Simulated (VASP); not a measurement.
# SnSe (zincblende type) (F-43m) in VASP: notebook, part 3 of 3

VASP 6.6.1. Earlier steps stand in the parts before.

## (4) Single point, PBE (volume scaled by 0.8)

File INCAR:

```
PREC     = Accurate       # precision mode
ENCUT    = 500            # plane-wave cutoff, eV
EDIFF    = 1E-6           # SCF threshold, eV
ISMEAR   = -1             # smearing method
SIGMA    = 0.05           # smearing width, eV
LREAL    = F              # projectors in reciprocal space
LASPH    = T              # aspherical terms in the spheres
NELM     = 120            # most SCF steps
ALGO     = Normal         # electronic algorithm
ISIF     = 2              # what is computed and relaxed
LWAVE    = F              # write WAVECAR
LCHARG   = T              # write CHGCAR
GGA      = PE             # functional
LELF     = T              # ELF
LVHAR    = T            
NBANDS   = 17             # bands
GGA_COMPAT= F
```

File KPOINTS:

```
regular mesh
0
Gamma
  11 11 11
```

File POSCAR:

```
SnSe
1.0
    0.0000000000      3.1460410354      3.1460410354
    3.1460410354      0.0000000000      3.1460410354
    3.1460410354      3.1460410354      0.0000000000
Sn Se
1 1
Direct
    0.0000000000      0.0000000000      0.0000000000
    0.2500000000      0.2500000000      0.2500000000
```

Potentials or basis: VASP PAW PBE potentials, release 64 (Sn_d, Se).

On the command line:

```
cat potpaw_PBE.64/Sn_d/POTCAR potpaw_PBE.64/Se/POTCAR > POTCAR
mpirun -np 1 vasp_std > vasp.out
```

OUTCAR:

```text
PREC = Accurate
   ENCUT = 500
   EDIFF = 1E-6
   ISMEAR = -1
   LREAL = F
   LASPH = T
   NELM = 120
   ISIF = 2
   GGA = PE

 ion  position               nearest neighbor table
   1  0.000  0.000  0.000-   2 2.72   2 2.72   2 2.72   2 2.72
   2  0.250  0.250  0.250-   1 2.72   1 2.72   1 2.72   1 2.72

  LATTYP: Found a face centered cubic cell.
 ALAT       =     6.2920820708

  Lattice vectors:

 A1 = (   0.0000000000,   3.1460410354,   3.1460410354)
 A2 = (   3.1460410354,   0.0000000000,   3.1460410354)
 A3 = (   3.1460410354,   3.1460410354,   0.0000000000)

Analysis of symmetry for initial positions (statically):
=====================================================================
 Subroutine PRICEL returns:
 Original cell was already a primitive cell.

 Routine SETGRP: Setting up the symmetry group for a
 face centered cubic supercell.

 Subroutine GETGRP returns: Found 24 space group operations
 (whereof 24 operations were pure point group operations)
 out of a pool of 48 trial point group operations.

The static configuration has the point symmetry T_d .

Analysis of symmetry for dynamics (positions and initial velocities):
=====================================================================
 Subroutine PRICEL returns:
 Original cell was already a primitive cell.

 Routine SETGRP: Setting up the symmetry group for a
 face centered cubic supercell.

 Subroutine GETGRP returns: Found 24 space group operations
 (whereof 24 operations were pure point group operations)
 out of a pool of 48 trial point group operations.

The dynamic configuration has the point symmetry T_d .

 Subroutine INISYM returns: Found 24 space group operations
 (whereof 24 operations are pure point group operations),
 and found     1 'primitive' translations

----------------------------------------------------------------------------------------

                                     Primitive cell

  volume of cell :      62.2763

  direct lattice vectors                    reciprocal lattice vectors
     0.000000000  3.146041035  3.146041035    -0.158929904  0.158929904  0.158929904
     3.146041035  0.000000000  3.146041035     0.158929904 -0.158929904  0.158929904
     3.146041035  3.146041035  0.000000000     0.158929904  0.158929904 -0.158929904

  length of vectors
     4.449173900  4.449173900  4.449173900     0.275274669  0.275274669  0.275274669

  position of ions in fractional coordinates (direct lattice)
     0.000000000  0.000000000  0.000000000
     0.250000000  0.250000000  0.250000000

  ion indices of the primitive-cell ions
   primitive index   ion index
                 1           1
                 2           2

----------------------------------------------------------------------------------------

 KPOINTS: regular mesh

Automatic generation of k-mesh.
 Grid dimensions read from file:
 generate k-points for:   11   11   11

 Generating k-lattice:

  Cartesian coordinates                     Fractional coordinates (reciprocal lattice)
    -0.014448173  0.014448173  0.014448173     0.090909091  0.000000000  0.000000000
     0.014448173 -0.014448173  0.014448173     0.000000000  0.090909091  0.000000000
     0.014448173  0.014448173 -0.014448173     0.000000000  0.000000000  0.090909091

  Length of vectors
     0.025024970  0.025024970  0.025024970

  Shift w.r.t. Gamma in fractional coordinates (k-lattice)
     0.000000000  0.000000000  0.000000000

 Subroutine IBZKPT returns following result:
 ===========================================

 Found     56 irreducible k-points:

 Following reciprocal coordinates:
            Coordinates               Weight
  0.000000  0.000000  0.000000      1.000000
  0.090909  0.000000  0.000000      8.000000
  0.181818  0.000000  0.000000      8.000000
  0.272727  0.000000  0.000000      8.000000
  0.363636  0.000000  0.000000      8.000000
  0.454545  0.000000  0.000000      8.000000
[... 16 lines left out ...]
 -0.272727  0.181818  0.000000     24.000000
 -0.181818  0.181818  0.000000     12.000000
 [... further k-points ...]
   k-points           NKPTS =     56   k-points in BZ     NKDIM =     56   number of bands    NBANDS=     17
   number of dos      NEDOS =    301   number of ions     NIONS =      2
   total plane-waves  NPLWV =  32768
   dimension x,y,z NGX =    32 NGY =   32 NGZ =   32
   dimension x,y,z NGXF=    64 NGYF=   64 NGZF=   64
   ions per type =               1   1
   NGX,Y,Z   is equivalent  to a cutoff of  11.96, 11.96, 11.96 a.u.
   NGXF,Y,Z  is equivalent  to a cutoff of  23.91, 23.91, 23.91 a.u.
 SYSTEM =  unknown system
   PREC   = accura    normal or accurate (medium, high low for compatibility)
   ISTART =      0    job   : 0-new  1-cont  2-samecut
   ICHARG =      2    charge: 1-file 2-atom 10-const
   ISPIN  =      1    spin polarized calculation?
   LNONCOLLINEAR =      F non collinear calculations
   LSORBIT =      F    spin-orbit coupling
   LASPH  =      T    aspherical Exc in radial PAW
   ENCUT  =  500.0 eV  36.75 Ry    6.06 a.u.   8.11  8.11  8.11*2*pi/ulx,y,z
   NELM   =    120;   NELMIN=  2; NELMDL= -5     # of ELM steps
   EDIFF  = 0.1E-05   stopping-criterion for ELM
   LREAL  =      F    real-space projection
[... 7 lines left out ...]
   TEBEG  =    0.0;   TEEND  =   0.0 temperature during run
   PSTRESS=    0.0 pullay stress
   NELECT =      20.0000    total number of electrons
   NUPDOWN=      -1.0000    fix difference up-down
   EMIN   =  10.00;   EMAX   =-10.00  energy-range for DOS
   EFERMI =   0.00;   METHOD = LEGACY
   ISMEAR =    -1;   SIGMA  =   0.05  broadening in eV -4-tet -1-fermi 0-gaus
   EFERMI_NEDOS =   21; number of points for ismear=-14 and -15
   IALGO  =     38    algorithm
   IMIX   =      4    mixing-type and parameters
     AMIX     =   0.40;   BMIX     =  1.00
     AMIX_MAG =   1.60;   BMIX_MAG =  1.00
  volume/ion in A,a.u.               =      31.14       210.13
  Fermi-wavevector in a.u.,A,eV,Ry     =   1.121099  2.118569 17.100644  1.256862
  Thomas-Fermi vector in A             =   2.257750
   LORBIT       =      0    0 simple, 1 ext, 2 COOP (PROOUT), +10 PAW based schemes
   GGA     = PE    functional components
   LHFCALC =     F    Hartree Fock is set to
   AEXX    =    0.0000 exact exchange contribution
   IVDW    =     0    specifies the selected vdW correction
   LEPSILON=     F    determine dielectric tensor
   LRPA    =     F    only Hartree local field effects (RPA)
 non-spin polarized calculation
  energy-cutoff  :      500.00
  volume of cell :       62.28
 maximum number of plane-waves:      1596
   NGX = 17   NGY = 17   NGZ = 17

 number of electron      20.0000011 magnetization

 Free energy of the ion-electron system (eV)
  ---------------------------------------------------
  ext. energy  EPLUGINS =         0.00000000
  ---------------------------------------------------
  free energy    TOTEN  =        -7.34829571 eV

  energy without entropy =       -7.34159125  energy(sigma->0) =       -7.34494348

 E-fermi :   4.8292     XC(G=0):  -8.7477

 val. band max:        4.8157438022   @ k =  -0.3636   0.3636   0.1818
 cond. band min:       4.8708287243   @ k =   0.2727   0.2727   0.0000
 fundamental gap:      0.0550849221
 Fermi energy:         4.8291677453

 k-point     1 :       0.0000    0.0000    0.0000
  band No.  band energies     occupation
      1     -17.0284      2.00000
      2     -17.0284      2.00000
      3     -17.0284      2.00000
      4     -16.9917      2.00000
      5     -16.9917      2.00000
      6      -9.7183      2.00000
[... 9 lines left out ...]
     16      12.3345      0.00000
     17      13.5581      0.00000

 k-point     2 :       0.0909    0.0000    0.0000
  band No.  band energies     occupation
      1     -17.0293      2.00000
      2     -17.0277      2.00000
      3     -17.0277      2.00000
      4     -16.9916      2.00000
      5     -16.9916      2.00000
      6      -9.6692      2.00000
[... 9 lines left out ...]
     16      11.9178      0.00000
     17      13.2162      0.00000
[... 421 lines left out ...]
 k-point    24 :      -0.1818    0.1818    0.0000
  band No.  band energies     occupation
      1     -17.0368      2.00000
      2     -17.0232      2.00000
      3     -17.0220      2.00000
      4     -16.9921      2.00000
      5     -16.9904      2.00000
      6      -9.2636      2.00000
[... 9 lines left out ...]
     16      12.3666      0.00000
     17      14.3325      0.00000

 [... further k-points ...]
[... 5 lines left out ...]
  --------------------------------------------------------------------------------------
  -------------------------------------------------------------------------------------
  Total        3.7754061      3.7754061      3.7754061      0.0000000      0.0000000      0.0000000
  in kB       97.1294906     97.1294906     97.1294906      0.0000000      0.0000000      0.0000000
  external PRESSURE =      97.1294906 kB  Pullay stress =       0.0000000 kB

 VOLUME and BASIS-vectors are now :
 -----------------------------------------------------------------------------
  energy-cutoff  :      500.00
  volume of cell :       62.28
      direct lattice vectors                 reciprocal lattice vectors
     0.000000000  3.146041035  3.146041035    -0.158929904  0.158929904  0.158929904
     3.146041035  0.000000000  3.146041035     0.158929904 -0.158929904  0.158929904
     3.146041035  3.146041035  0.000000000     0.158929904  0.158929904 -0.158929904

 POSITION                                       TOTAL-FORCE (eV/Angst)
 -----------------------------------------------------------------------------------
      0.00000      0.00000      0.00000         0.000000      0.000000      0.000000
      1.57302      1.57302      1.57302        -0.000000     -0.000000     -0.000000
 -----------------------------------------------------------------------------------
    total drift:                               -0.000000     -0.000000     -0.000000

  FREE ENERGIE OF THE ION-ELECTRON SYSTEM (eV)
  ---------------------------------------------------
  free  energy   TOTEN  =        -7.3482957123 eV

  energy  without entropy=       -7.3415912537  energy(sigma->0) =       -7.34494348
```

It took 39 s on 1 thread of AMD EPYC 9R45 (Zen 5), shared host; peak memory 0.17 GiB.

What came out:

- Free energy: -7.3483 eV
- Pressure: 9.7 GPa
- Band gap on the k mesh: zero (band 10 reaches 5.08 eV, above the bottom of band 11 at 4.42 eV)

Caveat: spin-orbit coupling is left out, which moves the levels of the heavy elements.

## (5) Single point, PBE (volume scaled by 0.8)

File INCAR:

```
SYSTEM = SnSe
  PREC = Accurate
  ENCUT = 500
  EDIFF = 1E-6
  ISMEAR = -1
  SIGMA = 0.05
  LREAL = .False.
  LASPH = .True.
  NELM = 120
  ALGO = Normal
  ISIF = 2
  LWAVE = .False.
  LCHARG = .False.
  GGA = PE
  NBANDS = 17
  GGA_COMPAT = .False.
```

File KPOINTS:

```
Automatic mesh
0
Gamma
  11 11 11
  0 0 0
```

POSCAR is that of step 4.

On the command line:

```
cat potpaw_PBE.64/Sn_d/POTCAR potpaw_PBE.64/Se/POTCAR > POTCAR
mpirun -np 1 vasp_std > vasp.out
```

Run time: 37 s. Hardware: 1 thread of AMD EPYC 9R45 (Zen 5), shared host; peak memory 0.17 GiB.

It converged, with:

```yaml
Free_energy: -7.3483 eV
Pressure: 9.7 GPa
Band_gap_on_the_k_mesh: zero (band 10 reaches 5.08 eV, above the bottom of band 11 at 4.42 eV)
```

Levels at points of the mesh, in eV from the Fermi level:
```
           k point  band 6  band 7  band 8  band 9  band 10  band 11  band 12  band 13  band 14  band 15
(0.00, 0.00, 0.00)  -14.55   -4.79   -2.91   -2.91    -2.91     1.40     1.40     1.40     5.03     7.51
```

Caveat: spin-orbit coupling is left out, which moves the levels of the heavy elements.

## (6) Overview

```csv
cell,gap on the mesh (eV),pressure (GPa)
"a = 4.130 Å, angles 60.0°, 2 atoms",none,29.8
"a = 4.296 Å, angles 60.0°, 2 atoms",none,17.2
"a = 4.449 Å, angles 60.0°, 2 atoms",none,9.7
```

Alike in all rows: task single point; level PBE; potentials or basis VASP PAW PBE potentials, release 64 (Sn_d, Se); no spin polarisation; k mesh 11 × 11 × 11; cutoff (eV) 500; smearing fermi-dirac 0.05 eV.

Caveats: spin-orbit coupling is left out, which moves the levels of the heavy elements.

Total energies depend on the potentials used, so only differences within one code and one set of settings carry meaning.
